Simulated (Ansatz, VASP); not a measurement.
# AlPt: VASP beside Ansatz

INCAR

```
ALGO = Normal ; EDIFF = 1E-6
EDIFFG = -0.005 ; ENCUT = 600
GGA = PS ; IBRION = 2
ISIF = 3 ; ISMEAR = 0
LASPH = T ; LCHARG = F
LREAL = F ; LWAVE = F
NELM = 60 ; NSW = 70
PREC = Accurate ; SIGMA = 0.1
```

Contents of KPOINTS:

```
k-points
0
Gamma
  14 14 14
```

The input POSCAR:

```
AlPt
1.0
    3.0903019325      0.0000000000      0.0000000000
    0.0000000000      3.0903019325      0.0000000000
    0.0000000000      0.0000000000      3.0903019325
Al Pt
1 1
Direct
    0.0000000000      0.0000000000      0.0000000000
    0.5000000000      0.5000000000      0.5000000000
```

Input for Ansatz:

```yaml
crystal:
  lattice:
    - [3.0903019325, 0.0, 0.0]
    - [0.0, 3.0903019325, 0.0]
    - [0.0, 0.0, 3.0903019325]
  atoms:
    - { symbol: Al, position: [0.0, 0.0, 0.0] }
    - { symbol: Pt, position: [0.5, 0.5, 0.5] }
basis:
  ecutwfc: 420
kpoints:
  mp_grid: { grid: [14, 14, 14] }
hamiltonian:
  xc: pbesol
scf:
  occupations: { method: gaussian, width: 0.1 }
output:
  forces: true
  stress: true
  eigenvalues: true
relax:
  adjacent_minimum: "off"
  f_tol: 0.005
  max_steps: 50
  cell: { stress_tol: 0.05 }
```

Alike in both runs: task relaxation of cell and atoms; functional PBEsol; k mesh 14 × 14 × 14; occupations gaussian, width 0.1 eV; no spin polarisation.

|  | VASP | Ansatz |
| --- | --- | --- |
| version | VASP 6.6.1 | Ansatz 0.2.0 |
| potentials or method | VASP PAW PBE potentials, release 64 (Al, Pt), cutoff 600 eV | scalar-relativistic, plane waves, PAW |
| valence electrons in the cell | 13 | 21 |

VASP gave:

| Item | Value |
| --- | --- |
| gap on the k mesh at the Fermi level, each at its own relaxed structure (eV) | none |
| relaxed volume (Å³/atom) | 14.32 |
| relaxed cell length with the largest relative difference (Å) | 3.060 |

Q: What did Ansatz give for the same quantities?

A: gap on the k mesh at the Fermi level, each at its own relaxed structure (eV): none; relaxed volume (Å³/atom): 14.33; relaxed cell length with the largest relative difference (Å): 3.060.

VASP's potentials were made for PBE, not for PBEsol. A gap of «none» marks a metal or a gap that the smearing closes. VASP's potentials hold 13 valence electrons a cell and Ansatz's 21, so a difference there can come from the potentials and not from the codes.

Spin-orbit coupling is off throughout.
